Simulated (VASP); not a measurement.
A run of VASP 6.6.1:

INCAR

```
SYSTEM = Ga
  PREC = Accurate
  ENCUT = 520
  EDIFF = 1E-6
  ISMEAR = -1
  SIGMA = 0.1
  LREAL = .FALSE.
  LASPH = .TRUE.
  NELM = 60
  ALGO = Normal
  ISIF = 2
  LWAVE = .FALSE.
  LCHARG = .FALSE.
  GGA = RP
  NBANDS = 20
```

File KPOINTS:

```
Automatic mesh
0
G
  13 13 8
  0 0 0
```

Contents of POSCAR:

```
Ga
1.0
    3.1140693291      0.0000000000      0.0000000000
   -1.5570346646      2.6968631481      0.0000000000
    0.0000000000      0.0000000000      4.9117614605
Ga
2
Direct
    0.3333333333      0.6666666667      0.2500000000
    0.6666666667      0.3333333333      0.7500000000
```

Potentials or basis: VASP PAW PBE potentials, release 64 (Ga_d).

Launch:

```sh
$ cat potpaw_PBE.64/Ga_d/POTCAR > POTCAR
$ mpirun -np 1 vasp_std > vasp.out
```

Hardware: 1 thread of Intel Xeon 8259CL, on a shared host.

**Question.** Estimate the wall time of this run.

**Answer.** Run time: 80 s on 1 thread of Intel Xeon 8259CL, with other jobs on the host, peak memory 0.2 GiB. Counts: scf iterations 11, k points 105.
